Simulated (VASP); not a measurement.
Runs of VASP 6.6.1 on Sr. The structure is that of space group I4_1/amd (No. 141), or close to it. The cells are those of the table. 

| level | potentials or basis | cell | smearing | gap on the mesh (eV) | pressure (GPa) |
| --- | --- | --- | --- | --- | --- |
| LDA | VASP PAW LDA potentials, release 64 (Sr_sv) | a = 5.618 Å, angles 97.4, 97.4, 137.8°, 2 atoms | gaussian 0.1 eV | none | (b) |
| PBE | VASP PAW PBE potentials, release 64 (Sr_sv) | a = 5.618 Å, angles 97.4, 97.4, 137.8°, 2 atoms | fermi-dirac 0.05 eV | none | 0.0 |
| PBE | VASP PAW PBE potentials, release 64 (Sr_sv) | a = 5.692 Å, angles 97.4, 97.4, 137.8°, 2 atoms | fermi-dirac 0.05 eV | none | -0.3 |
| PBE | VASP PAW PBE potentials, release 64 (Sr_sv) | a = 5.655 Å, angles 97.4, 97.4, 137.8°, 2 atoms | fermi-dirac 0.05 eV | none | -0.2 |
| PBE | VASP PAW PBE potentials, release 64 (Sr_sv) | a = 5.728 Å, angles 97.4, 97.4, 137.8°, 2 atoms | fermi-dirac 0.05 eV | none | -0.4 |
| BLYP+D4 | VASP PAW PBE potentials, release 64 (Sr_sv) | a = 5.531 Å, angles 97.2, 97.2, 138.6°, 2 atoms | methfessel-paxton 0.1 eV | none | 0.0 |
| PBE | VASP PAW PBE potentials, release 64 (Sr_sv) | a = 5.580 Å, angles 97.4, 97.4, 137.8°, 2 atoms | fermi-dirac 0.05 eV | none | 0.2 |
| RPBE | VASP PAW PBE potentials, release 64 (Sr_sv) | a = 5.618 Å, angles 97.4, 97.4, 137.8°, 2 atoms | gaussian 0.02 eV | none | (a) |

Alike in all rows: task single point; no spin polarisation; k mesh 8 × 8 × 8; cutoff (eV) 520.

Q: Estimate the missing entries.

A: (a) 0.7; (b) -1.2.

Caveats: the PAW data sets were made with another functional, which shifts forces and pressure a little (some runs); pairwise dispersion overbinds metals, which lowers pressure and volume (some runs).

A k mesh can miss the band edges, and the runs leave out spin-orbit coupling on Sr.

A gap of «none» marks levels without a gap at the run's occupations.
